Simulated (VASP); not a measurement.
# Fe: single point with LDA

The system is Fe.

```
CELL_PARAMETERS angstrom
-1.37485 1.37485 1.37485
1.37485 -1.37485 1.37485
2.74970 2.74970 0.00000
ATOMIC_POSITIONS crystal
Fe 0.00000 0.00000 0.00000
Fe 0.50000 0.50000 0.50000
```

* Program: VASP 6.6.1
* Task: single point
* Functional: LDA
* Potentials or basis: VASP PAW LDA potentials, release 64 (Fe)
* Cutoff: 520 eV
* k mesh: 20 × 20 × 12
* Occupations: gaussian, width 0.05 eV
* Spin: collinear spin, ferromagnetic start
* Starting moments: [2.5, 2.5] μB
* Dipole correction: no
* Further INCAR settings: ALGO = Fast; EDIFF = 1e-07; NBANDS = 19

| Property | Result |
| --- | --- |
| Pressure | -0.5 GPa |
| Net moment | 3.95 μB per cell |
| Site moments | Fe +1.94 μB |
| Valence electrons inside the program's atomic spheres | Fe 7.48 |

Stress tensor (GPa, compression positive):
```
-0.44  0.05  0.00
 0.05 -0.44  0.00
 0.00  0.00 -0.57
```

Levels at points of the mesh, in eV from the Fermi level:
Spin up:
| k point | band 6 | band 7 | band 8 | band 9 | band 10 | band 11 | band 12 | band 13 | band 14 | band 15 |
| --- | --- | --- | --- | --- | --- | --- | --- | --- | --- | --- |
| (0.00, 0.00, 0.00) | -2.50 | -0.95 | -0.95 | -0.91 | -0.72 | 0.36 | 0.63 | 8.16 | 18.96 | 21.44 |
| (0.50, 0.00, 0.00) | -2.96 | -1.05 | -1.05 | -0.52 | -0.52 | 2.66 | 2.66 | 11.75 | 11.75 | 12.83 |
| (0.50, 0.50, 0.00) | -0.72 | 0.31 | 0.31 | 0.31 | 0.36 | 0.63 | 8.16 | 10.40 | 10.40 | 10.40 |
| (0.00, 0.00, 0.50) | -2.66 | -1.17 | -1.17 | -1.08 | -1.08 | -0.87 | -0.87 | 16.71 | 16.71 | 22.01 |
| (0.50, 0.00, 0.50) | -0.91 | -0.72 | -0.72 | 0.36 | 0.36 | 0.63 | 0.63 | 8.16 | 8.16 | 18.96 |
| (0.50, 0.50, 0.50) | -2.07 | -1.34 | -1.34 | 0.47 | 0.47 | 5.51 | 5.51 | 8.59 | 8.59 | 14.63 |
Spin down:
```
           k point  band 4  band 5  band 6  band 7  band 8  band 9
(0.00, 0.00, 0.00)   -0.90   -0.90   -0.90    0.74    1.08    1.16
(0.50, 0.00, 0.00)   -2.28   -1.70   -1.70    0.90    0.90    1.52
(0.50, 0.50, 0.00)   -2.32    0.75    1.08    1.45    2.14    2.14
(0.00, 0.00, 0.50)   -1.64   -1.20   -1.20    0.62    0.62    0.83
(0.50, 0.00, 0.50)   -2.32    0.74    0.74    1.08    1.08    1.45
(0.50, 0.50, 0.50)   -2.63   -0.51   -0.51    0.32    0.32    2.32
```

Run time: 4.3 min on 1 thread of Intel(R) Xeon(R) 6975P-C (Granite Rapids), with other jobs on the host, peak memory 0.49 GiB.
